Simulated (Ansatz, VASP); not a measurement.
**Two plane-wave programs on PbO**

```
Pb O
1.0
     3.69100    0.00000    0.00000
     0.00000    3.69100    0.00000
     0.00000    0.00000   30.74933
Pb O
2 2
Direct
  0.50000 0.00000 0.46483
  0.00000 0.50000 0.53517
  0.00000 0.00000 0.50000
  0.50000 0.50000 0.50000
```

Alike in both runs: task single point; functional PBE; dispersion D3(BJ); k mesh 6 × 6 × 1; occupations gaussian, width 0.02 eV; no spin polarisation.

|  | VASP | Ansatz |
| --- | --- | --- |
| version | VASP 6.6.1 | Ansatz 0.2.0 |
| potentials or method | VASP PAW PBE potentials, release 64 (Pb_d, O), cutoff 520 eV | scalar-relativistic, plane waves, PAW |
| valence electrons in the cell | 40 | 40 |

VASP gave:

| Item | Value |
| --- | --- |
| gap on the k mesh at the Fermi level (eV) | 2.85 |
| least direct gap on the mesh (eV) | 2.85 |
| rms of the force components (eV/Å) | 2.407 |

What did Ansatz give for the same quantities?

gap on the k mesh at the Fermi level (eV): 2.91; least direct gap on the mesh (eV): 2.91; rms of the force components (eV/Å): 2.371.

Spin-orbit coupling is off throughout.
